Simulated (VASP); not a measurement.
# EuNi3 (Pm-3m) in VASP: a series of runs

EuNi3 is run at these levels: PBE; tasks: single point.

Everything below comes from runs of VASP 6.6.1. Logs are shortened: lines on timing, memory, paths and dates and some standing lists are left out, and cuts for length are marked.

## Step 1: The cell of the first run

The structure is cubic, space group Pm-3m (No. 221). The conventional cell has a = 3.862 Å, b = 3.862 Å, c = 3.862 Å, α = 90.00°, β = 90.00°, γ = 90.00°. Within 3.6 Å of Eu (site symmetry m-3m) lie 12 Ni at 2.73 Å. Within 3.6 Å of Ni (site symmetry 4/mmm) lie 4 Eu at 2.73 Å and 8 Ni at 2.73 Å.

## Step 2: Single point, PBE, collinear spin, ferromagnetic start

INCAR reads:

```
SYSTEM = EuNi3
ALGO = Normal
EDIFF = 1E-6
ENCUT = 520
GGA = PE
ISIF = 2
ISMEAR = -1
ISPIN = 2
LASPH = .TRUE.
LCHARG = .FALSE.
LMAXMIX = 6
LORBIT = 11
LREAL = .FALSE.
LWAVE = .FALSE.
MAGMOM = 7 1 1 1
NBANDS = 36
NELM = 150
PREC = Accurate
SIGMA = 0.05
```

KPOINTS reads:

```
k-points
0
G
  7 7 7
  0 0 0
```

POSCAR reads:

```
EuNi3
1.0
    3.8618297641      0.0000000000      0.0000000000
    0.0000000000      3.8618297641      0.0000000000
    0.0000000000      0.0000000000      3.8618297641
Eu Ni
1 3
Direct
    0.0000000000      0.0000000000      0.0000000000
    0.5000000000      0.0000000000      0.5000000000
    0.0000000000      0.5000000000      0.5000000000
    0.5000000000      0.5000000000      0.0000000000
```

Potentials or basis: VASP PAW PBE potentials, release 64 (Eu, Ni).

Launch:

```console
cat potpaw_PBE.64/Eu/POTCAR potpaw_PBE.64/Ni/POTCAR > POTCAR
mpirun -np 1 vasp_std > vasp.out
```

OUTCAR:

```text
SYSTEM = EuNi3
   EDIFF = 1E-6
   ENCUT = 520
   GGA = PE
   ISIF = 2
   ISMEAR = -1
   ISPIN = 2
   LASPH = .TRUE.
   LORBIT = 11
   LREAL = .FALSE.
   NELM = 150
   PREC = Accurate

 ion  position               nearest neighbor table
   1  0.000  0.000  0.000-   2 2.73   3 2.73   4 2.73   2 2.73   3 2.73   3 2.73   4 2.73   3 2.73
                             2 2.73   4 2.73   2 2.73   4 2.73
   2  0.500  0.000  0.500-   1 2.73   3 2.73   4 2.73   1 2.73   4 2.73   3 2.73   4 2.73   4 2.73
                             1 2.73   3 2.73   1 2.73   3 2.73
   3  0.000  0.500  0.500-   1 2.73   2 2.73   4 2.73   1 2.73   4 2.73   1 2.73   2 2.73   1 2.73
                             2 2.73   4 2.73   4 2.73   2 2.73
   4  0.500  0.500  0.000-   1 2.73   2 2.73   3 2.73   2 2.73   3 2.73   1 2.73   2 2.73   2 2.73
                             1 2.73   3 2.73   3 2.73   1 2.73

  LATTYP: Found a simple cubic cell.
 ALAT       =     3.8618297641

  Lattice vectors:

 A1 = (   3.8618297641,   0.0000000000,   0.0000000000)
 A2 = (   0.0000000000,   3.8618297641,   0.0000000000)
 A3 = (   0.0000000000,   0.0000000000,   3.8618297641)

Analysis of symmetry for initial positions (statically):
=====================================================================
 Subroutine PRICEL returns:
 Original cell was already a primitive cell.

 Routine SETGRP: Setting up the symmetry group for a
 simple cubic supercell.

 Subroutine GETGRP returns: Found 48 space group operations
 (whereof 48 operations were pure point group operations)
 out of a pool of 48 trial point group operations.

The static configuration has the point symmetry O_h .

Analysis of symmetry for dynamics (positions and initial velocities):
=====================================================================
 Subroutine PRICEL returns:
 Original cell was already a primitive cell.

 Routine SETGRP: Setting up the symmetry group for a
 simple cubic supercell.

 Subroutine GETGRP returns: Found 48 space group operations
 (whereof 48 operations were pure point group operations)
 out of a pool of 48 trial point group operations.

The dynamic configuration has the point symmetry O_h .

Analysis of structural, dynamic, and magnetic symmetry:
=====================================================================
 Subroutine PRICEL returns:
 Original cell was already a primitive cell.

 Routine SETGRP: Setting up the symmetry group for a
 simple cubic supercell.

 Subroutine GETGRP returns: Found 48 space group operations
 (whereof 48 operations were pure point group operations)
 out of a pool of 48 trial point group operations.

The overall configuration has the point symmetry O_h .

 Subroutine INISYM returns: Found 48 space group operations
 (whereof 48 operations are pure point group operations),
 and found     1 'primitive' translations

----------------------------------------------------------------------------------------

                                     Primitive cell

  volume of cell :      57.5943

  direct lattice vectors                    reciprocal lattice vectors
     3.861829764  0.000000000  0.000000000     0.258944609  0.000000000  0.000000000
     0.000000000  3.861829764  0.000000000     0.000000000  0.258944609  0.000000000
     0.000000000  0.000000000  3.861829764     0.000000000  0.000000000  0.258944609

  length of vectors
     3.861829764  3.861829764  3.861829764     0.258944609  0.258944609  0.258944609

  position of ions in fractional coordinates (direct lattice)
     0.000000000  0.000000000  0.000000000
     0.500000000  0.000000000  0.500000000
     0.000000000  0.500000000  0.500000000
     0.500000000  0.500000000  0.000000000

  ion indices of the primitive-cell ions
   primitive index   ion index
                 1           1
                 2           2
                 3           3
                 4           4

----------------------------------------------------------------------------------------

 KPOINTS: k-points

Automatic generation of k-mesh.
 Grid dimensions read from file:
 generate k-points for:    7    7    7

 Generating k-lattice:

  Cartesian coordinates                     Fractional coordinates (reciprocal lattice)
     0.036992087  0.000000000  0.000000000     0.142857143  0.000000000  0.000000000
     0.000000000  0.036992087  0.000000000     0.000000000  0.142857143  0.000000000
     0.000000000  0.000000000  0.036992087     0.000000000  0.000000000  0.142857143

  Length of vectors
     0.036992087  0.036992087  0.036992087

  Shift w.r.t. Gamma in fractional coordinates (k-lattice)
     0.000000000  0.000000000  0.000000000

 Subroutine IBZKPT returns following result:
 ===========================================

 Found     20 irreducible k-points:

 Following reciprocal coordinates:
            Coordinates               Weight
  0.000000  0.000000  0.000000      1.000000
  0.142857  0.000000  0.000000      6.000000
  0.285714  0.000000  0.000000      6.000000
  0.428571  0.000000  0.000000      6.000000
  0.142857  0.142857  0.000000     12.000000
  0.285714  0.142857  0.000000     24.000000
[... 12 lines left out ...]
  0.428571  0.428571  0.285714     24.000000
  0.428571  0.428571  0.428571      8.000000
   k-points           NKPTS =     20   k-points in BZ     NKDIM =     20   number of bands    NBANDS=     36
   number of dos      NEDOS =    301   number of ions     NIONS =      4
   total plane-waves  NPLWV =  27000
   dimension x,y,z NGX =    30 NGY =   30 NGZ =   30
   dimension x,y,z NGXF=    60 NGYF=   60 NGZF=   60
   ions per type =               1   3
   NGX,Y,Z   is equivalent  to a cutoff of  12.91, 12.91, 12.91 a.u.
   NGXF,Y,Z  is equivalent  to a cutoff of  25.83, 25.83, 25.83 a.u.
 SYSTEM =  EuNi3
   PREC   = accura    normal or accurate (medium, high low for compatibility)
   ISTART =      0    job   : 0-new  1-cont  2-samecut
   ICHARG =      2    charge: 1-file 2-atom 10-const
   ISPIN  =      2    spin polarized calculation?
   LNONCOLLINEAR =      F non collinear calculations
   LSORBIT =      F    spin-orbit coupling
   LASPH  =      T    aspherical Exc in radial PAW
   ENCUT  =  520.0 eV  38.22 Ry    6.18 a.u.   7.18  7.18  7.18*2*pi/ulx,y,z
   NELM   =    150;   NELMIN=  2; NELMDL= -5     # of ELM steps
   EDIFF  = 0.1E-05   stopping-criterion for ELM
   LREAL  =      F    real-space projection
   EDIFFG = 0.1E-04   stopping-criterion for IOM
   NSW    =      0    number of steps for IOM
   IBRION =     -1    ionic relax: 0-MD 1-quasi-New 2-CG
   NFREE  =      0    steps in history (QN), initial steepest desc. (CG)
   ISIF   =      2    stress and relaxation
   ISYM   =      2    0-nonsym 1-usesym 2-fastsym
   POTIM  = 0.5000    time-step for ionic-motion
   TEBEG  =    0.0;   TEEND  =   0.0 temperature during run
   PSTRESS=    0.0 pullay stress
   NELECT =      47.0000    total number of electrons
   NUPDOWN=      -1.0000    fix difference up-down
   EMIN   =  10.00;   EMAX   =-10.00  energy-range for DOS
   EFERMI =   0.00;   METHOD = LEGACY
   ISMEAR =    -1;   SIGMA  =   0.05  broadening in eV -4-tet -1-fermi 0-gaus
   EFERMI_NEDOS =   21; number of points for ismear=-14 and -15
   IALGO  =     38    algorithm
   IMIX   =      4    mixing-type and parameters
     AMIX     =   0.40;   BMIX     =  1.00
     AMIX_MAG =   1.60;   BMIX_MAG =  1.00
  volume/ion in A,a.u.               =      14.40        97.17
  Fermi-wavevector in a.u.,A,eV,Ry     =   1.529846  2.890989 31.843458  2.340428
  Thomas-Fermi vector in A             =   2.637410
   LORBIT       =     11    0 simple, 1 ext, 2 COOP (PROOUT), +10 PAW based schemes
   GGA     = PE    functional components
   LHFCALC =     F    Hartree Fock is set to
   AEXX    =    0.0000 exact exchange contribution
   IVDW    =     0    specifies the selected vdW correction
   LEPSILON=     F    determine dielectric tensor
   LRPA    =     F    only Hartree local field effects (RPA)
 spin polarized calculation
  energy-cutoff  :      520.00
  volume of cell :       57.59
 maximum number of plane-waves:      1562
 NGX is ok and might be reduce to    30
   NGX = 15   NGY = 15   NGZ = 15

 number of electron      47.0000000 magnetization      10.0000000

 number of electron      47.0000066 magnetization       5.9470865

 Free energy of the ion-electron system (eV)
  ---------------------------------------------------
  ext. energy  EPLUGINS =         0.00000000
  ---------------------------------------------------
  free energy    TOTEN  =       -27.49651416 eV

  energy without entropy =      -27.41423401  energy(sigma->0) =      -27.45537409

 E-fermi :   6.6745     XC(G=0): -12.4088

 val. band max:        6.6738117664   @ k =   0.2857   0.2857   0.1429
 cond. band min:       6.6797310574   @ k =   0.4286   0.1429   0.1429
 fundamental gap:      0.0059192910
 Fermi energy:         6.6745378049

 spin component 1

 k-point     1 :       0.0000    0.0000    0.0000
  band No.  band energies     occupation
      1     -34.0291      1.00000
      2     -12.6893      1.00000
      3     -12.6893      1.00000
      4     -12.6893      1.00000
      5      -0.1650      1.00000
      6       2.9224      1.00000
[... 27 lines left out ...]
     34      13.1302      0.00000
     35      13.1302      0.00000

 k-point     2 :       0.1429    0.0000    0.0000
  band No.  band energies     occupation
      1     -34.0258      1.00000
      2     -12.7672      1.00000
      3     -12.6887      1.00000
      4     -12.6887      1.00000
      5       0.1252      1.00000
      6       3.0641      1.00000
[... 27 lines left out ...]
     34      13.3242      0.00000
     35      13.3242      0.00000
[... 644 lines left out ...]
     34      13.4771      0.00000
     35      14.4455      0.00000

 k-point    20 :       0.4286    0.4286    0.4286
  band No.  band energies     occupation
      1     -33.9884      1.00000
      2     -12.9370      1.00000
      3     -12.9277      1.00000
      4     -12.9277      1.00000
      5       2.8546      1.00000
      6       2.9592      1.00000
[... 27 lines left out ...]
     34      13.8679      0.00000
     35      13.8679      0.00000
 Fermi energy:         6.6745378049

 spin component 2

 k-point     1 :       0.0000    0.0000    0.0000
  band No.  band energies     occupation
      1     -31.1391      1.00000
      2     -10.6266      1.00000
      3     -10.6266      1.00000
      4     -10.6266      1.00000
      5       0.0703      1.00000
      6       3.0210      1.00000
[... 27 lines left out ...]
     34      13.9426      0.00000
     35      13.9426      0.00000

 k-point     2 :       0.1429    0.0000    0.0000
  band No.  band energies     occupation
      1     -31.1348      1.00000
      2     -10.7299      1.00000
      3     -10.6262      1.00000
      4     -10.6262      1.00000
      5       0.3716      1.00000
      6       3.1607      1.00000
[... 27 lines left out ...]
     34      14.0994      0.00000
     35      14.0994      0.00000
[... 644 lines left out ...]
     34      14.5306      0.00000
     35      15.3888      0.00000

 k-point    20 :       0.4286    0.4286    0.4286
  band No.  band energies     occupation
      1     -31.0856      1.00000
      2     -10.9395      1.00000
      3     -10.9264      1.00000
      4     -10.9264      1.00000
      5       2.9187      1.00000
      6       3.0081      1.00000
[... 27 lines left out ...]
     34      14.9291      0.00000
     35      14.9291      0.00000
 [bands above 35 left out]

------------------------ aborting loop because EDIFF is reached ----------------------------------------

  FORCE on cell =-STRESS in cart. coord.  units (eV):
  Direction    XX          YY          ZZ          XY          YZ          ZX
  --------------------------------------------------------------------------------------
  -------------------------------------------------------------------------------------
  Total        1.3481561      1.3481561      1.3481561     -0.0000000     -0.0000000      0.0000000
  in kB       37.5034647     37.5034647     37.5034647     -0.0000000     -0.0000000      0.0000000
  external PRESSURE =      37.5034647 kB  Pullay stress =       0.0000000 kB

 VOLUME and BASIS-vectors are now :
 -----------------------------------------------------------------------------
  energy-cutoff  :      520.00
  volume of cell :       57.59
      direct lattice vectors                 reciprocal lattice vectors
     3.861829764  0.000000000  0.000000000     0.258944609  0.000000000  0.000000000
     0.000000000  3.861829764  0.000000000     0.000000000  0.258944609  0.000000000
     0.000000000  0.000000000  3.861829764     0.000000000  0.000000000  0.258944609

 POSITION                                       TOTAL-FORCE (eV/Angst)
 -----------------------------------------------------------------------------------
      0.00000      0.00000      0.00000         0.000000      0.000000      0.000000
      1.93091      0.00000      1.93091         0.000000      0.000000      0.000000
      0.00000      1.93091      1.93091         0.000000      0.000000      0.000000
      1.93091      1.93091      0.00000         0.000000      0.000000      0.000000
 -----------------------------------------------------------------------------------
    total drift:                                0.000000      0.000000     -0.000000

  FREE ENERGIE OF THE ION-ELECTRON SYSTEM (eV)
  ---------------------------------------------------
  free  energy   TOTEN  =       -27.4965141618 eV

  energy  without entropy=      -27.4142340146  energy(sigma->0) =      -27.45537409

 total charge

# of ion       s       p       d       f       tot
--------------------------------------------------
    1        2.102   5.709   0.770   6.370  14.951
    2        0.478   0.327   8.407   0.000   9.212
    3        0.478   0.327   8.407   0.000   9.212
    4        0.478   0.327   8.407   0.000   9.212
--------------------------------------------------
tot          3.536   6.689  25.991   6.370  42.586

 magnetization (x)

# of ion       s       p       d       f       tot
--------------------------------------------------
    1        0.001  -0.078   0.139   6.229   6.291
    2        0.007   0.020  -0.244   0.000  -0.217
    3        0.007   0.020  -0.244   0.000  -0.217
    4        0.007   0.020  -0.244   0.000  -0.217
--------------------------------------------------
tot          0.023  -0.018  -0.594   6.229   5.640
```

Run time: 2.6 min. Hardware: 1 thread of Oxide Virtual Turin-like, shared host; peak memory 0.21 GiB.

What came out:

```yaml
Free_energy: -27.4965 eV
Pressure: 3.8 GPa
Net_moment: 5.95 μB per cell
Site_moments: Eu +6.29; Ni -0.22 μB
Valence_electrons_inside_the_program's_atomic_spheres: Eu 14.95; Ni 9.21
```

Levels at points of the mesh, in eV from the Fermi level:
Spin up:
| k point | band 23 | band 24 | band 25 | band 26 | band 27 | band 28 | band 29 | band 30 |
| --- | --- | --- | --- | --- | --- | --- | --- | --- |
| (0.00, 0.00, 0.00) | -0.41 | -0.17 | 0.11 | 0.11 | 0.11 | 2.88 | 2.88 | 3.71 |
Spin down:
| k point | band 16 | band 17 | band 18 | band 19 | band 20 | band 21 | band 22 | band 23 | band 24 | band 25 |
| --- | --- | --- | --- | --- | --- | --- | --- | --- | --- | --- |
| (0.00, 0.00, 0.00) | -0.64 | -0.39 | -0.18 | -0.18 | -0.18 | 3.03 | 3.03 | 3.03 | 3.10 | 3.10 |

Caveat: spin-orbit coupling is left out, which moves the levels of the heavy elements; without U or exact exchange the open f shell lies at the Fermi level, which spoils levels, moments and volumes. The state reached can hang on the start; a lower one may exist.

## Step 3: Single point, PBE, collinear spin, ferromagnetic start

This run uses another cell than the first one, of 14.69 Å³/atom, 1.020 times its volume.

INCAR reads:

```
SYSTEM = EuNi3
PREC = Accurate ; ENCUT = 520
EDIFF = 1E-6 ; ISMEAR = -1
SIGMA = 0.05 ; LREAL = .False.
LASPH = .True. ; NELM = 150
ALGO = Normal ; ISIF = 2
LWAVE = .False. ; LCHARG = .False.
ISPIN = 2 ; MAGMOM = 7 1 1 1
LORBIT = 11 ; LMAXMIX = 6
GGA = PE ; NBANDS = 36
```

KPOINTS reads:

```
Automatic mesh
0
Gamma
  7 7 7
  0 0 0
```

POSCAR reads:

```
EuNi3
1.0
    3.8879240000      0.0000000000      0.0000000000
    0.0000000000      3.8879240000      0.0000000000
    0.0000000000      0.0000000000      3.8879240000
Eu Ni
1 3
Direct
    0.0000000000      0.0000000000      0.0000000000
    0.5000000000      0.0000000000      0.5000000000
    0.0000000000      0.5000000000      0.5000000000
    0.5000000000      0.5000000000      0.0000000000
```

Potentials or basis: VASP PAW PBE potentials, release 64 (Eu, Ni).

Launch:

```console
cat potpaw_PBE.64/Eu/POTCAR potpaw_PBE.64/Ni/POTCAR > POTCAR
mpirun -np 1 vasp_std > vasp.out
```

It took 4 min on 1 thread of Oxide Virtual Turin-like, shared host; peak memory 0.21 GiB.

The run converged. Its results:

```yaml
Free_energy: -27.5166 eV
Pressure: 1.4 GPa
Net_moment: 5.95 μB per cell
Site_moments: Eu +6.30; Ni -0.22 μB
Valence_electrons_inside_the_program's_atomic_spheres: Eu 14.93; Ni 9.19
```

Levels at points of the mesh, in eV from the Fermi level:
Spin up:
```csv
k point,band 23,band 24,band 25,band 26,band 27,band 28,band 29,band 30
"(0.00, 0.00, 0.00)",-0.40,-0.16,0.11,0.11,0.11,2.83,2.83,3.64
```
Spin down:
```tsv
k point	band 16	band 17	band 18	band 19	band 20	band 21	band 22	band 23	band 24	band 25
(0.00, 0.00, 0.00)	-0.63	-0.39	-0.19	-0.19	-0.19	3.02	3.02	3.02	3.05	3.05
```

Caveat: spin-orbit coupling is left out, which moves the levels of the heavy elements; without U or exact exchange the open f shell lies at the Fermi level, which spoils levels, moments and volumes. The state reached can hang on the start; a lower one may exist.

[end of part 1 of 2]
